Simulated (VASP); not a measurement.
Runs of VASP 6.6.1 on GaSb. The structure is that of space group F-43m (No. 216), or close to it. The cells are those of the table. 

```tsv
cell	gap on the mesh (eV)	pressure (GPa)
a = 4.452 Å, angles 60.0°, 2 atoms	none	-1.5
a = 4.394 Å, angles 60.0°, 2 atoms	none	(a)
a = 4.335 Å, angles 60.0°, 2 atoms	none	2.1
a = 4.358 Å, angles 60.0°, 2 atoms	none	1.2
a = 4.364 Å, angles 60.0°, 2 atoms	none	1.0
a = 4.423 Å, angles 60.0°, 2 atoms	none	-0.8
a = 4.340 Å, angles 60.0°, 2 atoms	none	(b)
```

Alike in all rows: task single point; level PBE; potentials or basis VASP PAW PBE potentials, release 64 (Ga_d, Sb); no spin polarisation; k mesh 10 × 10 × 10; cutoff (eV) 520; smearing gaussian 0.05 eV.

**Question.** Fill in the values left out.

**Answer.** (a) 0.1; (b) 1.9.

Caveats: spin-orbit coupling is left out, which moves the levels of the heavy elements.

A k mesh can miss the band edges, and the runs leave out spin-orbit coupling on Ga, Sb.

A gap of «none» marks levels without a gap at the run's occupations.
